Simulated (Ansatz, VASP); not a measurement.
**GaN in VASP and in Ansatz**

The input INCAR:

```
SYSTEM = GaN
ALGO = Normal
EDIFF = 1E-6
ENCUT = 520
GGA = PE
ISIF = 2
ISMEAR = 0
LASPH = .TRUE.
LCHARG = .FALSE.
LREAL = .FALSE.
LWAVE = .FALSE.
NBANDS = 26
NELM = 60
PREC = Accurate
SIGMA = 0.03
```

File KPOINTS:

```
k-points
0
G
  8 8 5
  0 0 0
```

The input POSCAR:

```
GaN
1.0
    3.1698659985      0.0000000000      0.0000000000
   -1.5849329993      2.7451844813      0.0000000000
    0.0000000000      0.0000000000      5.1850000000
Ga N
2 2
Direct
    0.3333333333      0.6666666667      0.0005580347
    0.6666666667      0.3333333333      0.5005580347
    0.3333333333      0.6666666667      0.3764419653
    0.6666666667      0.3333333333      0.8764419653
```

Input for Ansatz:

```yaml
crystal:
  lattice:
    - [3.1698659985, 0.0, 0.0]
    - [-1.5849329993, 2.7451844813, 0.0]
    - [0.0, 0.0, 5.185]
  atoms:
    - { symbol: Ga, position: [0.3333333333, 0.6666666667, 0.0005580347] }
    - { symbol: Ga, position: [0.6666666667, 0.3333333333, 0.5005580347] }
    - { symbol: "N", position: [0.3333333333, 0.6666666667, 0.3764419653] }
    - { symbol: "N", position: [0.6666666667, 0.3333333333, 0.8764419653] }
scf:
  occupations: { method: gaussian, width: 0.03 }
output:
  eigenstates: { kpoints: [[0, 0, 0]] }
hamiltonian:
  xc: pbe
kpoints:
  mp_grid: { grid: [8, 8, 5] }
```

Alike in both runs: task single point; functional PBE; k mesh 8 × 8 × 5; occupations gaussian, width 0.03 eV; no spin polarisation.

|  | VASP | Ansatz |
| --- | --- | --- |
| version | VASP 6.6.1 | Ansatz 0.2.0 |
| potentials or method | VASP PAW PBE potentials, release 64 (Ga_d, N) | scalar-relativistic, plane waves, PAW |
| plane-wave cutoff (eV) | 520 | 420 |
| valence electrons in the cell | 36 | 36 |

|  | VASP | Ansatz | Ansatz less VASP |
| --- | --- | --- | --- |
| gap on the k mesh at the Fermi level (eV) | 1.98 | 1.97 | -0.008 |
| least direct gap on the mesh (eV) | 1.98 | 1.97 | -0.008 |
